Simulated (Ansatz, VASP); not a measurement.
# One calculation of Hf4Te, two programs

```xyz
5
Lattice="-3.2264 3.2264 3.2264 3.2264 -3.2264 3.2264 3.2264 3.2264 -3.2264" Properties=species:S:1:pos:R:3 pbc="T T T"
Hf    1.6132    1.6132   -1.6132
Hf    1.6132   -1.6132    1.6132
Hf   -1.6132    1.6132    1.6132
Hf    1.6132    1.6132    1.6132
Te    0.0000    0.0000    0.0000
```

Change from the starting cell: species swapped into the CrGa4 type (Im-3m, No. 229).

Alike in both runs: task relaxation of cell and atoms; functional PBE; k mesh 8 × 8 × 8; occupations gaussian, width 0.1 eV; no spin polarisation.

|  | VASP | Ansatz |
| --- | --- | --- |
| version | VASP 6.6.1 | Ansatz 0.2.0 |
| potentials or method | VASP PAW PBE potentials, release 64 (Hf_pv, Te), cutoff 600 eV | scalar-relativistic, plane waves, PAW |
| valence electrons in the cell | 46 | 120 |

```csv
,VASP,Ansatz,Ansatz less VASP
"gap on the k mesh at the Fermi level, each at its own relaxed structure (eV)",none,none,-
relaxed volume (Å³/atom),26.87,26.95,+0.077
relaxed cell length with the largest relative difference (Å),5.588,5.594,+0.0053
```

A gap of «none» marks a metal or a gap that the smearing closes. VASP's potentials hold 46 valence electrons a cell and Ansatz's 120, so a difference there can come from the potentials and not from the codes.

Neither program's run includes spin-orbit coupling. Noted on VASP's run: the relaxation stopped at its first step, so nothing moved.
